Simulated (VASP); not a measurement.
The system is CO.

```
CELL_PARAMETERS angstrom
2.90375 0.00000 0.00000
0.00000 2.90375 0.00000
0.00000 0.00000 2.90375
ATOMIC_POSITIONS crystal
C 0.00000 0.00000 0.00000
O 0.50000 0.50000 0.50000
```

- Program: VASP 6.6.1
- Task: relaxation of cell and atoms
- Functional: PBE
- Potentials or basis: VASP PAW PBE potentials, release 64 (C, O)
- Cutoff: 600 eV
- k mesh: 6 × 6 × 6
- Occupations: gaussian, width 0.1 eV
- Spin: collinear spin, ferrimagnetic start
- Starting moments: [-0.35, 0.48] μB

At the start: pressure -27.6 GPa; volume 12.24 Å³/atom.

Where does the relaxation end?

Over 4 steps the energy falls by 574.2 meV/atom and the volume is 7.78 Å³/atom (-36.5 %); space group Pm-3m (No. 221, to 0.1 Å) before and after; moment 0.00 μB per cell.

The path:
| step | energy change (eV) | largest force (eV/Å) | pressure (GPa) | volume (Å³) |
| --- | --- | --- | --- | --- |
| 1 | 0.0000 | 0.0000 | -27.56 | 24.48 |
| 2 | -1.0248 | 0.0000 | -16.35 | 17.75 |
| 3 | -1.1475 | 0.0000 | -1.73 | 15.75 |
| 4 | -1.1484 | 0.0000 | 0.26 | 15.55 |

Final structure:
```
CELL_PARAMETERS angstrom
2.49613 0.00000 0.00000
0.00000 2.49613 0.00000
0.00000 0.00000 2.49613
ATOMIC_POSITIONS crystal
C 0.00000 0.00000 0.00000
O 0.50000 0.50000 0.50000
```

Caveat: the k points lie up to 0.42 Å⁻¹ apart in the final cell, too coarse for converged energies and pressures of a metal; the volume moved by over 15 % at a fixed basis, so the end points are rough.
